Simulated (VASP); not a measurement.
ErO, 2 atoms in the cell. It takes space group P-6m2 (No. 187, hexagonal). The conventional cell has a = 3.217 Å, b = 3.217 Å, c = 3.090 Å, α = 90.00°, β = 90.00°, γ = 120.00°. Er (site symmetry -6m2) has 6 O at 2.42 Å and 8 Er at 3.09 to 3.22 Å within 3.3 Å. O (site symmetry -6m2) has 6 Er at 2.42 Å and 8 O at 3.09 to 3.22 Å within 3.3 Å. The cell was generated, and may not be a known phase.

| Quantity | Value |
| --- | --- |
| Program | VASP 6.6.1 |
| Task | single point |
| Functional | PBE |
| Potentials or basis | VASP PAW PBE potentials, release 64 (Er_3, O), 4f in core |
| Cutoff | 600 eV |
| k mesh | 24 × 24 × 16 |
| Occupations | gaussian, width 0.1 eV |
| Spin | no spin polarisation |
| Dipole correction | no |
| Further INCAR settings | ALGO = Normal; EDIFF = 1e-06; NBANDS = 14 |

Potentials or basis: VASP PAW PBE potentials, release 64 (Er_3, O), 4f in core.

The run is started by

```sh
$ cat potpaw_PBE.64/Er_3/POTCAR potpaw_PBE.64/O/POTCAR > POTCAR
$ mpirun -np 1 vasp_std > vasp.out
```

Hardware: 1 thread of Intel(R) Xeon(R) Platinum 8259CL CPU @ 2.50GHz (Skylake/Cascade Lake) (shared host).

Estimate the wall time of this run.

Wall time 4.5 min on 1 thread of Intel(R) Xeon(R) Platinum 8259CL CPU @ 2.50GHz (Skylake/Cascade Lake), on a shared host, peak memory 0.38 GiB. Counts: scf iterations 13, k points 549.
